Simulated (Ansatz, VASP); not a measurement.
GaN: VASP beside Ansatz

```
Ga N
1.0
     0.00000    2.24895    2.24895
     2.24895    0.00000    2.24895
     2.24895    2.24895    0.00000
Ga N
1 1
Direct
  0.00000 0.00000 0.00000
  0.25000 0.25000 0.25000
```

Alike in both runs: task single point; functional HSE06; k mesh 6 × 6 × 6; no spin polarisation.

|  | VASP | Ansatz |
| --- | --- | --- |
| version | VASP 6.6.1 | Ansatz 0.2.0 |
| potentials or method | VASP PAW PBE potentials, release 64 (Ga_d, N) | plane waves, PAW |
| plane-wave cutoff (eV) | 520 | 420 |
| occupations | gaussian, width 0.01 eV | fixed |
| valence electrons in the cell | 18 | 18 |

```tsv
	VASP	Ansatz	Ansatz less VASP
gap on the k mesh at the Fermi level (eV)	3.02	3.01	-0.016
pressure (GPa)	-0.1	0.0	+0.10
```

Ansatz's warnings: stress exchange threshold loose, stress scf threshold loose.
